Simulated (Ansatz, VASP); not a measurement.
**One calculation of HgTe, two programs**

Contents of INCAR:

```
PREC = Accurate
ENCUT = 520
EDIFF = 1E-6
ISMEAR = -1
SIGMA = 0.08
LREAL = F
LASPH = T
NELM = 100
ALGO = Normal
ISIF = 2
LWAVE = F
LCHARG = T
GGA = PS
LELF = T
LVHAR = T
NBANDS = 16
```

KPOINTS

```
Automatic mesh
0
Gamma
  12 12 12
```

The input POSCAR:

```
HgTe
1.0
   -0.0292150000      2.9068925000      2.9068925000
    2.9068925000     -0.0292150000      2.9068925000
    2.9068925000      2.9068925000     -0.0292150000
Hg Te
1 1
Direct
    0.0000000000      0.0000000000      0.0000000000
    0.5000000000      0.5000000000      0.5000000000
```

Input for Ansatz:

```yaml
crystal:
  lattice:
    - [-0.029215, 2.9068925, 2.9068925]
    - [2.9068925, -0.029215, 2.9068925]
    - [2.9068925, 2.9068925, -0.029215]
  atoms:
    - { symbol: Hg, position: [0.0, 0.0, 0.0] }
    - { symbol: Te, position: [0.5, 0.5, 0.5] }
kpoints:
  mp_grid: { grid: [12, 12, 12] }
  band_path:
    path:
      - [0.0, 0.0, 0.0]
      - [0.5, 0.5, 0.5]
      - [0.2525443832, 0.5, 0.7474556168]
      - [-0.2525443832, 0.2525443832, 0.5]
      - [0.0, 0.0, 0.5]
      - [0.0, 0.0, 0.0]
      - [-0.3762721916, 0.0, 0.3762721916]
      - [0.0, 0.3762721916, 0.6237278084]
      - [0.0, 0.5, 0.5]
    npoints: 5
scf:
  occupations: { method: fermi_dirac, width: 0.08 }
hamiltonian:
  xc: pbesol
  pseudopotentials: { kind: all_electron, lapw: { basis_error: 0.001 } }
output:
  forces: true
  stress: true
  eigenvalues: true
```

Change from the starting cell: equal xy, yz and zx shear strains of -1 %.

Alike in both runs: task single point; functional PBEsol; k mesh 12 × 12 × 12; occupations fermi-dirac, width 0.08 eV; no spin polarisation.

|  | VASP | Ansatz |
| --- | --- | --- |
| version | VASP 6.6.1 | Ansatz 0.2.0 |
| potentials or method | VASP PAW PBE potentials, release 64 (Hg, Te), cutoff 520 eV | all-electron LAPW, scalar-relativistic |

```csv
,VASP,Ansatz,Ansatz less VASP
pressure (GPa),6.4,6.1,-0.31
"traceless stress, the component that is largest in VASP (GPa)",0.14,0.14,+0.003
```

VASP's potentials were made for PBE, not for PBEsol. Ansatz ran all-electron here, and VASP with PAW potentials.

Neither program's run includes spin-orbit coupling.
